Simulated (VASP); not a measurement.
Write the native input for VASP 6.6.1 that does the following.

```yaml
Task: relaxation of cell and atoms
Functional: BLYP
Dispersion: D3(BJ)
Potentials_or_basis: VASP PAW PBE potentials, release 64 (Co, Ti_sv)
Cutoff: 600 eV
k_mesh: 9 × 9 × 9
Occupations: fermi-dirac, width 0.05 eV
Spin: collinear spin, ferromagnetic start
Starting_moments: "[2.0, 1.0] μB"
Dipole_correction: no
Further_INCAR_settings: ALGO = Normal; EDIFF = 1e-06; IBRION = 2; EDIFFG = -0.02; NSW = 80; ISIF = 3
```

The structure of TiCo lies in POSCAR:

```
TiCo
1.0
    2.9861109900      0.0000000000      0.0000000000
    0.0000000000      2.9861109900      0.0000000000
    0.0000000000      0.0000000000      2.9861109900
Co Ti
1 1
Direct
    0.5000000000      0.5000000000      0.5000000000
    0.0000000000      0.0000000000      0.0000000000
```

One way to write it, as run:

INCAR

```
SYSTEM = TiCo
PREC     = Accurate       ! precision mode
ENCUT    = 600            ! plane-wave cutoff, eV
EDIFF    = 1E-6           ! SCF threshold, eV
ISMEAR   = -1             ! smearing method
SIGMA    = 0.05           ! smearing width, eV
LREAL    = .False.        ! projectors in reciprocal space
LASPH    = .True.         ! aspherical terms in the spheres
NELM     = 150            ! most SCF steps
ALGO     = Normal         ! electronic algorithm
ISIF     = 3              ! what is computed and relaxed
LWAVE    = .False.        ! write WAVECAR
LCHARG   = .False.        ! write CHGCAR
ISPIN    = 2              ! spin polarisation
MAGMOM   = 2 1            ! initial moments
LORBIT   = 11             ! projections on sites
LMAXMIX  = 4              ! l up to which the mixer works
GGA      = B5             ! functional
ALDAX    = 1.0          
AGGAX    = 1.0          
AGGAC    = 1.0          
ALDAC    = 0.0          
IVDW     = 12             ! dispersion correction
VDW_S6   = 1.0          
VDW_S8   = 2.6996       
VDW_A1   = 0.4298       
VDW_A2   = 4.2359       
IBRION   = 2              ! ionic algorithm
NSW      = 80             ! ionic steps
EDIFFG   = -0.02          ! ionic threshold
```

KPOINTS

```
regular mesh
0
Gamma
  9 9 9
  0 0 0
```

Potentials or basis: VASP PAW PBE potentials, release 64 (Co, Ti_sv).

Run with:

```bash
$ cat potpaw_PBE.64/Co/POTCAR potpaw_PBE.64/Ti_sv/POTCAR > POTCAR
$ mpirun -np 1 vasp_std > vasp.out
```

Results of the run:

| Quantity | Value |
| --- | --- |
| Relaxed volume | 12.41 Å³/atom |
| Relaxed cell | a = 2.917 Å, b = 2.917 Å, c = 2.917 Å, α = 90.00°, β = 90.00°, γ = 90.00° |
| Space group after relaxing (to 0.1 Å) | Pm-3m (No. 221) |
| Energy gained by relaxing | 35.2 meV/atom |
| Ionic steps | 3 |
| Pressure after relaxing | -0.1 GPa |
| Net moment | 0.59 μB per cell |
| Site moments | Co +0.60; Ti +0.01 μB |
| Valence electrons inside the program's atomic spheres | Co 8.46; Ti 10.44 |
| Dispersion energy per atom | -1.353 eV |

Caveat: the PAW data sets were made with another functional, which shifts forces and pressure a little.

It took 59 s on 1 thread of Intel(R) Xeon(R) 6975P-C (Granite Rapids), with other jobs on the host, peak memory 0.18 GiB.
